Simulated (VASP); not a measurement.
# Ir (P6_3/mmc) in VASP: further runs, part 2 of 2

VASP 6.6.1. Earlier steps stand in the parts before.

## 3. Single point, PBE (strain +0.040 along x and y, -0.040 along z)

INCAR

```
SYSTEM = Ir
PREC = Accurate
ENCUT = 520
EDIFF = 1E-7
ISMEAR = 0
SIGMA = 0.15
LREAL = .FALSE.
LASPH = .TRUE.
NELM = 60
ALGO = Normal
ISIF = 2
LWAVE = .FALSE.
LCHARG = .TRUE.
GGA = PE
LELF = .TRUE.
LVHAR = .TRUE.
NBANDS = 16
```

KPOINTS

```
regular mesh
0
G
  18 18 12
  0 0 0
```

POSCAR

```
Ir
1.0
    2.8614330104      0.0000000000      0.0000000000
   -1.4307165052      2.4780736782      0.0000000000
    0.0000000000      0.0000000000      4.2837984000
Ir
2
Direct
    0.6666666667      0.3333333333      0.7500000000
    0.3333333333      0.6666666667      0.2500000000
```

Potentials or basis: VASP PAW PBE potentials, release 64 (Ir).

Launch:

```console
$ cat potpaw_PBE.64/Ir/POTCAR > POTCAR
$ mpirun -np 1 vasp_std > vasp.out
```

OUTCAR:

```text
SYSTEM = Ir
   PREC = Accurate
   ENCUT = 520
   EDIFF = 1E-7
   ISMEAR = 0
   LREAL = .FALSE.
   LASPH = .TRUE.
   NELM = 60
   ISIF = 2
   GGA = PE

 ion  position               nearest neighbor table
   1  0.667  0.333  0.750-   2 2.70   2 2.70   2 2.70   2 2.70   2 2.70   2 2.70
   2  0.333  0.667  0.250-   1 2.70   1 2.70   1 2.70   1 2.70   1 2.70   1 2.70

  LATTYP: Found a hexagonal cell.
 ALAT       =     2.8614330104
 C/A-ratio  =     1.4970814918

  Lattice vectors:

 A1 = (   2.8614330104,   0.0000000000,   0.0000000000)
 A2 = (  -1.4307165052,   2.4780736782,   0.0000000000)
 A3 = (   0.0000000000,   0.0000000000,   4.2837984000)

Analysis of symmetry for initial positions (statically):
=====================================================================
 Subroutine PRICEL returns:
 Original cell was already a primitive cell.

 Routine SETGRP: Setting up the symmetry group for a
 hexagonal supercell.

 Subroutine GETGRP returns: Found 24 space group operations
 (whereof 12 operations were pure point group operations)
 out of a pool of 24 trial point group operations.

The static configuration has the point symmetry D_3d.
 The point group associated with its full space group is D_6h.

Analysis of symmetry for dynamics (positions and initial velocities):
=====================================================================
 Subroutine PRICEL returns:
 Original cell was already a primitive cell.

 Routine SETGRP: Setting up the symmetry group for a
 hexagonal supercell.

 Subroutine GETGRP returns: Found 24 space group operations
 (whereof 12 operations were pure point group operations)
 out of a pool of 24 trial point group operations.

The dynamic configuration has the point symmetry D_3d.
 The point group associated with its full space group is D_6h.

 Subroutine INISYM returns: Found 24 space group operations
 (whereof 12 operations are pure point group operations),
 and found     1 'primitive' translations

----------------------------------------------------------------------------------------

                                     Primitive cell

  volume of cell :      30.3757

  direct lattice vectors                    reciprocal lattice vectors
     2.861433010  0.000000000  0.000000000     0.349475244  0.201769626  0.000000000
    -1.430716505  2.478073678  0.000000000     0.000000000  0.403539253  0.000000000
     0.000000000  0.000000000  4.283798400     0.000000000  0.000000000  0.233437689

  length of vectors
     2.861433010  2.861433010  4.283798400     0.403539253  0.403539253  0.233437689

  position of ions in fractional coordinates (direct lattice)
     0.666666667  0.333333333  0.750000000
     0.333333333  0.666666667  0.250000000

  ion indices of the primitive-cell ions
   primitive index   ion index
                 1           1
                 2           2

----------------------------------------------------------------------------------------

 KPOINTS: regular mesh

Automatic generation of k-mesh.
 Grid dimensions read from file:
 generate k-points for:   18   18   12

 Generating k-lattice:

  Cartesian coordinates                     Fractional coordinates (reciprocal lattice)
     0.019415291  0.011209424  0.000000000     0.055555556  0.000000000  0.000000000
     0.000000000  0.022418847  0.000000000     0.000000000  0.055555556  0.000000000
     0.000000000  0.000000000  0.019453141     0.000000000  0.000000000  0.083333333

  Length of vectors
     0.022418847  0.022418847  0.019453141

  Shift w.r.t. Gamma in fractional coordinates (k-lattice)
     0.000000000  0.000000000  0.000000000

 Subroutine IBZKPT returns following result:
 ===========================================

 Found    259 irreducible k-points:

 Following reciprocal coordinates:
            Coordinates               Weight
  0.000000  0.000000  0.000000      1.000000
  0.055556  0.000000  0.000000      6.000000
  0.111111  0.000000  0.000000      6.000000
  0.166667 -0.000000  0.000000      6.000000
  0.222222  0.000000  0.000000      6.000000
  0.277778  0.000000  0.000000      6.000000
[... 16 lines left out ...]
  0.333333  0.111111  0.000000     12.000000
  0.388889  0.111111  0.000000     12.000000
 [... further k-points ...]
   k-points           NKPTS =    259   k-points in BZ     NKDIM =    259   number of bands    NBANDS=     16
   number of dos      NEDOS =    301   number of ions     NIONS =      2
   total plane-waves  NPLWV =  18432
   dimension x,y,z NGX =    24 NGY =   24 NGZ =   32
   dimension x,y,z NGXF=    48 NGYF=   48 NGZF=   64
   ions per type =               2
   NGX,Y,Z   is equivalent  to a cutoff of  13.94, 13.94, 12.42 a.u.
   NGXF,Y,Z  is equivalent  to a cutoff of  27.89, 27.89, 24.84 a.u.
 SYSTEM =  Ir
   PREC   = accura    normal or accurate (medium, high low for compatibility)
   ISTART =      0    job   : 0-new  1-cont  2-samecut
   ICHARG =      2    charge: 1-file 2-atom 10-const
   ISPIN  =      1    spin polarized calculation?
   LNONCOLLINEAR =      F non collinear calculations
   LSORBIT =      F    spin-orbit coupling
   LASPH  =      T    aspherical Exc in radial PAW
   ENCUT  =  520.0 eV  38.22 Ry    6.18 a.u.   5.32  5.32  7.97*2*pi/ulx,y,z
   NELM   =     60;   NELMIN=  2; NELMDL= -5     # of ELM steps
   EDIFF  = 0.1E-06   stopping-criterion for ELM
   LREAL  =      F    real-space projection
   EDIFFG = 0.1E-05   stopping-criterion for IOM
   NSW    =      0    number of steps for IOM
   IBRION =     -1    ionic relax: 0-MD 1-quasi-New 2-CG
   NFREE  =      0    steps in history (QN), initial steepest desc. (CG)
   ISIF   =      2    stress and relaxation
   ISYM   =      2    0-nonsym 1-usesym 2-fastsym
   POTIM  = 0.5000    time-step for ionic-motion
   TEBEG  =    0.0;   TEEND  =   0.0 temperature during run
   PSTRESS=    0.0 pullay stress
   NELECT =      18.0000    total number of electrons
   NUPDOWN=      -1.0000    fix difference up-down
   EMIN   =  10.00;   EMAX   =-10.00  energy-range for DOS
   EFERMI =   0.00;   METHOD = LEGACY
   ISMEAR =     0;   SIGMA  =   0.15  broadening in eV -4-tet -1-fermi 0-gaus
   EFERMI_NEDOS =   21; number of points for ismear=-14 and -15
   IALGO  =     38    algorithm
   IMIX   =      4    mixing-type and parameters
     AMIX     =   0.40;   BMIX     =  1.00
     AMIX_MAG =   1.60;   BMIX_MAG =  1.00
  volume/ion in A,a.u.               =      15.19       102.49
  Fermi-wavevector in a.u.,A,eV,Ry     =   1.375066  2.598497 25.725966  1.890805
  Thomas-Fermi vector in A             =   2.500435
   LORBIT       =      0    0 simple, 1 ext, 2 COOP (PROOUT), +10 PAW based schemes
   GGA     = PE    functional components
   LHFCALC =     F    Hartree Fock is set to
   AEXX    =    0.0000 exact exchange contribution
   IVDW    =     0    specifies the selected vdW correction
   LEPSILON=     F    determine dielectric tensor
   LRPA    =     F    only Hartree local field effects (RPA)
 non-spin polarized calculation
 Gauss-broadening in eV      SIGMA  =   0.15
  energy-cutoff  :      520.00
  volume of cell :       30.38
 maximum number of plane-waves:       844
 NGX is ok and might be reduce to    24
   NGX = 11   NGY = 11   NGZ = 15

 number of electron      18.0000001 magnetization

 Free energy of the ion-electron system (eV)
  ---------------------------------------------------
  ext. energy  EPLUGINS =         0.00000000
  ---------------------------------------------------
  free energy    TOTEN  =       -17.41030829 eV

  energy without entropy =      -17.37484330  energy(sigma->0) =      -17.39257579

 E-fermi :   9.3788     XC(G=0): -13.5595

 val. band max:        9.3780510053   @ k =   0.2778   0.0000   0.4167
 cond. band min:       9.3790363992   @ k =   0.2778   0.1111   0.4167
 fundamental gap:      0.0009853939
 Fermi energy:         9.3788355969

 k-point     1 :       0.0000    0.0000    0.0000
  band No.  band energies     occupation
      1      -1.1534      2.00000
      2       2.0057      2.00000
      3       5.8273      2.00000
      4       5.8273      2.00000
      5       6.5122      2.00000
      6       6.5735      2.00000
[... 8 lines left out ...]
     15      26.8695      0.00000
     16      27.0073      0.00000
[... 419 lines left out ...]
 k-point    24 :       0.3889    0.1111    0.0000
  band No.  band energies     occupation
      1       2.6662      2.00000
      2       2.8455      2.00000
      3       3.1837      2.00000
      4       5.1163      2.00000
      5       5.3832      2.00000
      6       6.4051      2.00000
[... 8 lines left out ...]
     15      20.0431      0.00000
     16      22.0393      0.00000

 [... further k-points ...]
[... 5 lines left out ...]
  --------------------------------------------------------------------------------------
  -------------------------------------------------------------------------------------
  Total       -3.1315791     -3.1315791      0.6520241      0.0000000     -0.0000000     -0.0000000
  in kB     -165.1760752   -165.1760752     34.3912044      0.0000000     -0.0000000     -0.0000000
  external PRESSURE =     -98.6536486 kB  Pullay stress =       0.0000000 kB

 VOLUME and BASIS-vectors are now :
 -----------------------------------------------------------------------------
  energy-cutoff  :      520.00
  volume of cell :       30.38
      direct lattice vectors                 reciprocal lattice vectors
     2.861433010  0.000000000  0.000000000     0.349475244  0.201769626  0.000000000
    -1.430716505  2.478073678  0.000000000     0.000000000  0.403539253  0.000000000
     0.000000000  0.000000000  4.283798400     0.000000000  0.000000000  0.233437689

 POSITION                                       TOTAL-FORCE (eV/Angst)
 -----------------------------------------------------------------------------------
      1.43072      0.82602      3.21285         0.000000      0.000000      0.000000
     -0.00000      1.65205      1.07095        -0.000000     -0.000000      0.000000
 -----------------------------------------------------------------------------------
    total drift:                               -0.000000      0.000000     -0.000000

  FREE ENERGIE OF THE ION-ELECTRON SYSTEM (eV)
  ---------------------------------------------------
  free  energy   TOTEN  =       -17.4103082930 eV

  energy  without entropy=      -17.3748432960  energy(sigma->0) =      -17.39257579
```

stdout:

```text
POSCAR found type information on POSCAR Ir
 POSCAR found :  1 types and       2 ions
 scaLAPACK will be used
 LDA part: xc-table for (Slater+PW92), standard interpolation
 POSCAR, INCAR and KPOINTS ok, starting setup
 FFT: planning ... GRIDC
 FFT: planning ... GRID_SOFT
 FFT: planning ... GRID
 WAVECAR not read
 entering main loop
```

Run time: 80 s. Hardware: 1 thread of Intel Xeon 6975P-C, shared host; peak memory 0.24 GiB.

Results:

| Quantity | Value |
| --- | --- |
| Free energy | -17.4103 eV |
| Pressure | -9.9 GPa |
| Band gap on the k mesh | zero (band 9 reaches 10.02 eV, above the bottom of band 10 at 7.34 eV) |

Caveat: the cell differs from its parent crystal (strain +0.040 along x and y, -0.040 along z); spin-orbit coupling is left out, which moves the levels of the heavy elements.
